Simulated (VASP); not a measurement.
Y2AlB2: single point with r2SCAN

The system is Y2AlB2.

```
B Y Al
1.0
     0.00000    0.00000    3.78417
     4.04719   -2.68536    1.89209
     4.04719    2.68536   -1.89209
B Y Al
2 2 1
Cartesian
  4.0472 -1.1289 3.7842
  4.0472 1.1289 0.0000
  5.7588 0.0000 1.8921
  2.3356 0.0000 1.8921
  0.0000 0.0000 0.0000
```

```yaml
Program: VASP 6.6.1
Task: single point
Functional: r2SCAN
Potentials_or_basis: VASP PAW PBE potentials, release 64 (B, Y_sv, Al)
Cutoff: 520 eV
k_mesh: 8 × 8 × 8
Occupations: fermi-dirac, width 0.1 eV
Spin: no spin polarisation
Dipole_correction: no
Further_INCAR_settings: ALGO = Normal; EDIFF = 1e-07; NBANDS = 24
```

The pressure is -0.5 GPa and the largest force is 0.875 eV/Å. The band gap on the k mesh is zero (an odd number of electrons rules out a gap without spin polarisation).

Forces in eV/Å, atoms in the order of the input:
```
B    0.000  0.741  0.000
B    0.000 -0.741  0.000
Y   -0.875  0.000  0.000
Y    0.875  0.000  0.000
Al   0.000  0.000  0.000
```

Stress tensor (GPa, compression positive):
```
 5.23  0.00  0.00
 0.00 -5.68  0.00
 0.00  0.00 -1.17
```

Levels at points of the mesh, in eV from the Fermi level:
```tsv
k point	band 13	band 14	band 15	band 16	band 17	band 18
(0.00, 0.00, 0.00)	-1.88	-0.97	-0.55	-0.12	0.50	3.29
(0.50, 0.00, 0.00)	-1.51	-1.13	-0.42	0.03	0.18	2.59
(0.00, 0.50, 0.00)	-1.06	-0.72	-0.58	0.49	0.65	1.63
(0.50, 0.50, 0.00)	-2.39	-1.36	-1.30	-0.72	0.16	2.85
(0.00, 0.50, 0.50)	-0.70	-0.65	-0.61	1.77	1.92	2.61
```

Run time: 19 min on 1 thread of Intel Xeon 8259CL (shared host), peak memory 0.36 GiB.

Caveat: the stress differs along the axes, from -6 to 5 GPa; the PAW data sets were made with another functional, which shifts forces and pressure a little.
